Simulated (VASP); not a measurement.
# CdS (Cmc2_1) in VASP: single point with r2SCAN

Aim: the single point of CdS with r2SCAN.

All numbers are computed with VASP 6.6.1; they aren't measurements. Logs are shortened: lines on timing, memory, paths and dates and some standing lists are left out, and cuts for length are marked.

### 1 The cell of the first run

It takes space group Cmc2_1 (No. 36, orthorhombic). The conventional cell has a = 4.165 Å, b = 6.926 Å, c = 6.766 Å, α = 90.00°, β = 90.00°, γ = 90.00°. Within 3.3 Å of Cd (site symmetry m) lie 4 S at 2.51 to 2.52 Å. S (site symmetry m) has 4 Cd at 2.51 to 2.52 Å within 3.3 Å.

### 2 Single point, r2SCAN (uniaxial y strain -4.0%)

POSCAR

```
CdS
1.0
    4.1646212433      0.0000000000      0.0000000000
   -2.0823106217      3.4631224157      0.0000000000
    0.0000000000      0.0000000000      6.7659754197
Cd S
2 2
Direct
    0.3344590940      0.6689181880      0.0015886944
    0.6655409060      0.3310818120      0.5015886944
    0.3254267349      0.6508534698      0.3734113056
    0.6745732651      0.3491465302      0.8734113056
```

INCAR.step1

```
SYSTEM = CdS
PREC = Accurate ; ENCUT = 520
ISMEAR = 0 ; SIGMA = 0.01
LREAL = .FALSE. ; LASPH = .TRUE.
NELM = 80 ; NBANDS = 26
GGA = PE ; ALGO = Normal
EDIFF = 1E-4 ; LWAVE = .TRUE.
LCHARG = .FALSE.
```

INCAR.step2

```
SYSTEM = CdS
PREC = Accurate ; ENCUT = 520
EDIFF = 1E-7 ; ISMEAR = 0
SIGMA = 0.01 ; LREAL = .FALSE.
LASPH = .TRUE. ; NELM = 80
ALGO = Normal ; ISIF = 2
LWAVE = .FALSE. ; LCHARG = .FALSE.
METAGGA = R2SCAN ; LMIXTAU = .TRUE.
NBANDS = 26 ; ISTART = 1
```

KPOINTS

```
Automatic mesh
0
G
  12 12 4
  0 0 0
```

Potentials or basis: VASP PAW PBE potentials, release 64 (Cd, S).

Launch:

```sh
$ cat potpaw_PBE.64/Cd/POTCAR potpaw_PBE.64/S/POTCAR > POTCAR
$ cp INCAR.step1 INCAR
$ mpirun -np 1 vasp_std > vasp.out
$ cp INCAR.step2 INCAR
$ mpirun -np 1 vasp_std > vasp.out
```

OUTCAR:

```text
SYSTEM = CdS
   PREC = Accurate
   ENCUT = 520
   EDIFF = 1E-7
   ISMEAR = 0
   LREAL = .FALSE.
   LASPH = .TRUE.
   NELM = 80
   ISIF = 2
   METAGGA = R2SCAN
   ISTART = 1

 ion  position               nearest neighbor table
   1  0.334  0.669  0.002-   4 2.51   4 2.51   4 2.51   3 2.52
   2  0.666  0.331  0.502-   3 2.51   3 2.51   3 2.51   4 2.52
   3  0.325  0.651  0.373-   2 2.51   2 2.51   2 2.51   1 2.52
   4  0.675  0.349  0.873-   1 2.51   1 2.51   1 2.51   2 2.52

  Warning from LATTYP: Monoclinic adjustment (A1->A3, A2->A1, A3->A2)!
  LATTYP: Found a base centered orthorhombic cell.
 ALAT       =     4.1646212433
 B/A-ratio  =     1.6631151855
 C/A-ratio  =     1.6246316350

  Lattice vectors:

 A1 = (   2.0823106217,  -3.4631224157,   0.0000000000)
 A2 = (   2.0823106216,   3.4631224157,   0.0000000000)
 A3 = (   0.0000000000,   0.0000000000,   6.7659754197)

Analysis of symmetry for initial positions (statically):
=====================================================================
 Subroutine PRICEL returns:
 Original cell was already a primitive cell.

 Routine SETGRP: Setting up the symmetry group for a
 base centered orthorhombic supercell.

 Subroutine GETGRP returns: Found  4 space group operations
 (whereof  2 operations were pure point group operations)
 out of a pool of  8 trial point group operations.

The static configuration has the point symmetry C_1h.
 The point group associated with its full space group is C_2v.

Analysis of symmetry for dynamics (positions and initial velocities):
=====================================================================
 Subroutine PRICEL returns:
 Original cell was already a primitive cell.

 Routine SETGRP: Setting up the symmetry group for a
 base centered orthorhombic supercell.

 Subroutine GETGRP returns: Found  4 space group operations
 (whereof  2 operations were pure point group operations)
 out of a pool of  8 trial point group operations.

The dynamic configuration has the point symmetry C_1h.
 The point group associated with its full space group is C_2v.

 Subroutine INISYM returns: Found  4 space group operations
 (whereof  2 operations are pure point group operations),
 and found     1 'primitive' translations

----------------------------------------------------------------------------------------

                                     Primitive cell

  volume of cell :      97.5829

  direct lattice vectors                    reciprocal lattice vectors
     4.164621243  0.000000000  0.000000000     0.240117874  0.144378379  0.000000000
    -2.082310622  3.463122416  0.000000000     0.000000000  0.288756758  0.000000000
     0.000000000  0.000000000  6.765975420     0.000000000  0.000000000  0.147798350

  length of vectors
     4.164621243  4.040944740  6.765975420     0.280181566  0.288756758  0.147798350

  position of ions in fractional coordinates (direct lattice)
     0.334459094  0.668918188  0.001588694
     0.665540906  0.331081812  0.501588694
     0.325426735  0.650853470  0.373411306
     0.674573265  0.349146530  0.873411306

  ion indices of the primitive-cell ions
   primitive index   ion index
                 1           1
                 2           2
                 3           3
                 4           4

----------------------------------------------------------------------------------------

 KPOINTS: Automatic mesh

Automatic generation of k-mesh.
 Grid dimensions read from file:
 generate k-points for:   12   12    4

 Generating k-lattice:

  Cartesian coordinates                     Fractional coordinates (reciprocal lattice)
     0.020009823  0.012031532  0.000000000     0.083333333 -0.000000000  0.000000000
     0.000000000  0.024063063  0.000000000     0.000000000  0.083333333  0.000000000
     0.000000000  0.000000000  0.036949587     0.000000000  0.000000000  0.250000000

  Length of vectors
     0.023348464  0.024063063  0.036949587

  Shift w.r.t. Gamma in fractional coordinates (k-lattice)
     0.000000000  0.000000000  0.000000000

 Subroutine IBZKPT returns following result:
 ===========================================

 Found    129 irreducible k-points:

 Following reciprocal coordinates:
            Coordinates               Weight
  0.000000  0.000000  0.000000      1.000000
  0.083333  0.000000  0.000000      4.000000
  0.166667  0.000000  0.000000      4.000000
  0.250000  0.000000  0.000000      4.000000
  0.333333  0.000000  0.000000      4.000000
  0.416667  0.000000  0.000000      4.000000
[... 16 lines left out ...]
  0.333333  0.166667  0.000000      4.000000
  0.416667  0.166667  0.000000      4.000000
 [... further k-points ...]
   k-points           NKPTS =    129   k-points in BZ     NKDIM =    129   number of bands    NBANDS=     26
   number of dos      NEDOS =    301   number of ions     NIONS =      4
   total plane-waves  NPLWV =  48000
   dimension x,y,z NGX =    32 NGY =   30 NGZ =   50
   dimension x,y,z NGXF=    64 NGYF=   60 NGZF=  100
   ions per type =               2   2
   NGX,Y,Z   is equivalent  to a cutoff of  12.77, 12.34, 12.29 a.u.
   NGXF,Y,Z  is equivalent  to a cutoff of  25.55, 24.68, 24.57 a.u.
 SYSTEM =  CdS
   PREC   = accura    normal or accurate (medium, high low for compatibility)
   ISTART =      1    job   : 0-new  1-cont  2-samecut
   ICHARG =      0    charge: 1-file 2-atom 10-const
   ISPIN  =      1    spin polarized calculation?
   LNONCOLLINEAR =      F non collinear calculations
   LSORBIT =      F    spin-orbit coupling
   LASPH  =      T    aspherical Exc in radial PAW
   ENCUT  =  520.0 eV  38.22 Ry    6.18 a.u.   7.74  7.51 12.58*2*pi/ulx,y,z
   NELM   =     80;   NELMIN=  2; NELMDL=  0     # of ELM steps
   EDIFF  = 0.1E-06   stopping-criterion for ELM
   LREAL  =      F    real-space projection
   EDIFFG = 0.1E-05   stopping-criterion for IOM
   NSW    =      0    number of steps for IOM
   IBRION =     -1    ionic relax: 0-MD 1-quasi-New 2-CG
   NFREE  =      0    steps in history (QN), initial steepest desc. (CG)
   ISIF   =      2    stress and relaxation
   ISYM   =      2    0-nonsym 1-usesym 2-fastsym
   POTIM  = 0.5000    time-step for ionic-motion
   TEBEG  =    0.0;   TEEND  =   0.0 temperature during run
   PSTRESS=    0.0 pullay stress
   NELECT =      36.0000    total number of electrons
   NUPDOWN=      -1.0000    fix difference up-down
   EMIN   =  10.00;   EMAX   =-10.00  energy-range for DOS
   EFERMI =   0.00;   METHOD = LEGACY
   ISMEAR =     0;   SIGMA  =   0.01  broadening in eV -4-tet -1-fermi 0-gaus
   EFERMI_NEDOS =   21; number of points for ismear=-14 and -15
   IALGO  =     38    algorithm
   IMIX   =      4    mixing-type and parameters
     AMIX     =   0.40;   BMIX     =  1.00
     AMIX_MAG =   1.60;   BMIX_MAG =  1.00
  volume/ion in A,a.u.               =      24.40       164.63
  Fermi-wavevector in a.u.,A,eV,Ry     =   1.174134  2.218792 18.756871  1.378591
  Thomas-Fermi vector in A             =   2.310536
   LORBIT       =      0    0 simple, 1 ext, 2 COOP (PROOUT), +10 PAW based schemes
   METAGGA = R2SCAN    functional components
   LHFCALC =     F    Hartree Fock is set to
   AEXX    =    0.0000 exact exchange contribution
   IVDW    =     0    specifies the selected vdW correction
   LEPSILON=     F    determine dielectric tensor
   LRPA    =     F    only Hartree local field effects (RPA)
 non-spin polarized calculation
 Gauss-broadening in eV      SIGMA  =   0.01
  energy-cutoff  :      520.00
  volume of cell :       97.58
 maximum number of plane-waves:      2652
   NGX = 15   NGY = 15   NGZ = 25

 number of electron      35.9999996 magnetization

 Free energy of the ion-electron system (eV)
  ---------------------------------------------------
  ext. energy  EPLUGINS =         0.00000000
  ---------------------------------------------------
  free energy    TOTEN  =       -59.33147876 eV

  energy without entropy =      -59.33147876  energy(sigma->0) =      -59.33147876

 E-fermi :   1.3510     XC(G=0):  -9.8137

 val. band max:        1.2782362101   @ k =   0.0000   0.0000   0.0000
 cond. band min:       2.8914974734   @ k =   0.0000   0.0000   0.0000
 fundamental gap:      1.6132612633
 Fermi energy:         1.3509792629

 k-point     1 :       0.0000    0.0000    0.0000
  band No.  band energies     occupation
      1     -11.7879      2.00000
      2     -11.3467      2.00000
      3      -6.8287      2.00000
      4      -6.8127      2.00000
      5      -6.7885      2.00000
      6      -6.7178      2.00000
[... 18 lines left out ...]
     25       9.3883      0.00000
     26       9.4684      0.00000

 k-point     2 :       0.0833    0.0000    0.0000
  band No.  band energies     occupation
      1     -11.7616      2.00000
      2     -11.3346      2.00000
      3      -6.8181      2.00000
      4      -6.7947      2.00000
      5      -6.7779      2.00000
      6      -6.7021      2.00000
[... 18 lines left out ...]
     25       9.3203      0.00000
     26       9.6107      0.00000

 k-point     3 :       0.1667    0.0000    0.0000
  band No.  band energies     occupation
      1     -11.6883      2.00000
      2     -11.3026      2.00000
      3      -6.7884      2.00000
      4      -6.7569      2.00000
      5      -6.7333      2.00000
      6      -6.6570      2.00000
[... 18 lines left out ...]
     25       9.2707      0.00000
     26      10.0695      0.00000

 k-point     4 :       0.2500    0.0000    0.0000
  band No.  band energies     occupation
      1     -11.5840      2.00000
      2     -11.2621      2.00000
      3      -6.7527      2.00000
      4      -6.7230      2.00000
      5      -6.6457      2.00000
      6      -6.5882      2.00000
[... 18 lines left out ...]
     25       9.7958      0.00000
     26       9.9528      0.00000

 k-point     5 :       0.3333    0.0000    0.0000
  band No.  band energies     occupation
      1     -11.4726      2.00000
      2     -11.2279      2.00000
      3      -6.7244      2.00000
      4      -6.6954      2.00000
      5      -6.5647      2.00000
      6      -6.5281      2.00000
[... 18 lines left out ...]
     25       9.8189      0.00000
     26      10.6969      0.00000

 k-point     6 :       0.4167    0.0000    0.0000
  band No.  band energies     occupation
      1     -11.3821      2.00000
      2     -11.2113      2.00000
      3      -6.7092      2.00000
      4      -6.6797      2.00000
      5      -6.5043      2.00000
      6      -6.4873      2.00000
[... 427 lines left out ...]
 k-point    21 :       0.1667    0.1667    0.0000
  band No.  band energies     occupation
      1     -11.5222      2.00000
      2     -11.2374      2.00000
      3      -6.7330      2.00000
      4      -6.7163      2.00000
      5      -6.6021      2.00000
      6      -6.5837      2.00000
[... 18 lines left out ...]
     25       9.9440      0.00000
     26      10.2551      0.00000

 k-point    22 :       0.2500    0.1667    0.0000
  band No.  band energies     occupation
      1     -11.4232      2.00000
      2     -11.2123      2.00000
      3      -6.7200      2.00000
      4      -6.6774      2.00000
      5      -6.5418      2.00000
      6      -6.5313      2.00000
[... 18 lines left out ...]
     25       9.8298      0.00000
     26      10.6420      0.00000

 k-point    23 :       0.3333    0.1667    0.0000
  band No.  band energies     occupation
      1     -11.3422      2.00000
      2     -11.2053      2.00000
      3      -6.7178      2.00000
      4      -6.6485      2.00000
      5      -6.5026      2.00000
      6      -6.4834      2.00000
[... 18 lines left out ...]
     25      10.1203      0.00000
     26      10.8357      0.00000

 k-point    24 :       0.4167    0.1667    0.0000
  band No.  band energies     occupation
      1     -11.3086      2.00000
      2     -11.2104      2.00000
      3      -6.7189      2.00000
      4      -6.6391      2.00000
      5      -6.4812      2.00000
      6      -6.4619      2.00000
[... 18 lines left out ...]
     25      10.4593      0.00000
     26      11.2837      0.00000

 [... further k-points ...]

------------------------ aborting loop because EDIFF is reached ----------------------------------------

  FORCE on cell =-STRESS in cart. coord.  units (eV):
  Direction    XX          YY          ZZ          XY          YZ          ZX
  --------------------------------------------------------------------------------------
  -------------------------------------------------------------------------------------
  Total        1.6525304      2.2877905      1.4210942     -0.0000000      0.0000000      0.0000000
  in kB       27.1322784     37.5623765     23.3324144     -0.0000000      0.0000000      0.0000000
  external PRESSURE =      29.3423564 kB  Pullay stress =       0.0000000 kB

 VOLUME and BASIS-vectors are now :
 -----------------------------------------------------------------------------
  energy-cutoff  :      520.00
  volume of cell :       97.58
      direct lattice vectors                 reciprocal lattice vectors
     4.164621243  0.000000000  0.000000000     0.240117874  0.144378379  0.000000000
    -2.082310622  3.463122416  0.000000000     0.000000000  0.288756758  0.000000000
     0.000000000  0.000000000  6.765975420     0.000000000  0.000000000  0.147798350

 POSITION                                       TOTAL-FORCE (eV/Angst)
 -----------------------------------------------------------------------------------
     -0.00000      2.31655      0.01075         0.000000     -0.000841      0.001505
      2.08231      1.14658      3.39374        -0.000000      0.000841      0.001505
     -0.00000      2.25399      2.52649         0.000000     -0.002100     -0.001505
      2.08231      1.20914      5.90948        -0.000000      0.002100     -0.001505
 -----------------------------------------------------------------------------------
    total drift:                                0.000000     -0.000000     -0.002616

  FREE ENERGIE OF THE ION-ELECTRON SYSTEM (eV)
  ---------------------------------------------------
  free  energy   TOTEN  =       -59.3314787588 eV

  energy  without entropy=      -59.3314787588  energy(sigma->0) =      -59.33147876
```

Run time: 8.7 min. Hardware: 1 thread of Intel Xeon Platinum 8488C (Sapphire Rapids), shared host; peak memory 0.41 GiB.

What came out:

* Free energy: -59.3315 eV
* Pressure: 2.9 GPa
* Band gap on the k mesh: 1.61 eV

Forces on the atoms (eV/Å):
```
Cd   0.000 -0.001  0.002
Cd   0.000  0.001  0.002
S    0.000 -0.002 -0.002
S    0.000  0.002 -0.002
```

Stress tensor (GPa, compression positive):
```
2.71 0.00 0.00
0.00 3.76 0.00
0.00 0.00 2.33
```

Caveat: the cell differs from its parent crystal (uniaxial y strain -4.0%); the PAW data sets were made with another functional, which shifts forces and pressure a little. A k mesh can miss the band edges.
